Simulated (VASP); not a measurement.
A run of VASP 6.6.1:

INCAR

```
SYSTEM = TiTe2
PREC     = Accurate       ! precision mode
ENCUT    = 600            ! plane-wave cutoff, eV
EDIFF    = 1E-6           ! SCF threshold, eV
ISMEAR   = -1             ! smearing method
SIGMA    = 0.05           ! smearing width, eV
LREAL    = .False.        ! projectors in reciprocal space
LASPH    = .True.         ! aspherical terms in the spheres
NELM     = 80             ! most SCF steps
ALGO     = Normal         ! electronic algorithm
ISIF     = 3              ! what is computed and relaxed
LWAVE    = .False.        ! write WAVECAR
LCHARG   = .False.        ! write CHGCAR
GGA      = PE             ! functional
IVDW     = 12             ! dispersion correction
IBRION   = 2              ! ionic algorithm
NSW      = 60             ! ionic steps
EDIFFG   = -0.01          ! ionic threshold
```

File KPOINTS:

```
regular mesh
0
Gamma
  8 8 4
  0 0 0
```

Contents of POSCAR:

```
TiTe2
1.0
    3.7770000000      0.0000000000      0.0000000000
   -1.8885000000      3.2709779501      0.0000000000
    0.0000000000      0.0000000000      6.4980000000
Te Ti
2 1
Direct
    0.3333333333      0.6666666667      0.7372000000
    0.6666666667      0.3333333333      0.2628000000
    0.0000000000      0.0000000000      0.0000000000
```

Potentials or basis: VASP PAW PBE potentials, release 64 (Te, Ti_sv).

Launch:

```bash
$ cat potpaw_PBE.64/Te/POTCAR potpaw_PBE.64/Ti_sv/POTCAR > POTCAR
$ mpirun -np 1 vasp_std > vasp.out
```

Hardware: 1 thread of Intel(R) Xeon(R) Platinum 8259CL CPU @ 2.50GHz (Skylake/Cascade Lake), on a shared host.

Q: Estimate the wall time of this run.

A: Run time: 9 min on 1 thread of Intel(R) Xeon(R) Platinum 8259CL CPU @ 2.50GHz (Skylake/Cascade Lake), on a shared host, peak memory 0.27 GiB. Counts: scf iterations 103, k points 35, ion steps 11.
